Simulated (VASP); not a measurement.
Write the native input for VASP 6.6.1 that does the following.

- Task: single point
- Functional: LDA
- Potentials or basis: VASP PAW LDA potentials, release 64 (Ge_d)
- Cutoff: 520 eV
- k mesh: 12 × 12 × 4
- Occupations: fermi-dirac, width 0.02 eV
- Spin: no spin polarisation
- Dipole correction: no
- Further INCAR settings: ALGO = Normal; EDIFF = 1e-07; NBANDS = 36

The structure of Ge lies in POSCAR:

```
Ge
1.0
    3.9976142537      0.0000000000      0.0000000000
   -1.9988071268      3.4620354983      0.0000000000
    0.0000000000      0.0000000000      6.5928200248
Ge
4
Direct
    0.3333333333      0.6666666667      0.0003696474
    0.6666666667      0.3333333333      0.5003696474
    0.3333333333      0.6666666667      0.3746303526
    0.6666666667      0.3333333333      0.8746303526
```

This isn't the form of Ge at room conditions, which is diamond.

The input as run:

INCAR

```
PREC = Accurate
ENCUT = 520
EDIFF = 1E-7
ISMEAR = -1
SIGMA = 0.02
LREAL = False
LASPH = True
NELM = 100
ALGO = Normal
ISIF = 2
LWAVE = False
LCHARG = False
GGA = CA
NBANDS = 36
```

KPOINTS

```
regular mesh
0
Gamma
  12 12 4
```

Potentials or basis: VASP PAW LDA potentials, release 64 (Ge_d).

Launch:

```console
$ cat potpaw_LDA.64/Ge_d/POTCAR > POTCAR
$ mpirun -np 1 vasp_std > vasp.out
```

Results of the run:

```yaml
Pressure: -1.8 GPa
Largest_force: 0.004 eV/Å
Band_gap_on_the_k_mesh: 0.05 eV (least direct gap 0.25 eV)
```

It took 2.1 min on 1 thread of Intel(R) Xeon(R) 6975P-C (Granite Rapids), on a shared host, peak memory 0.25 GiB.
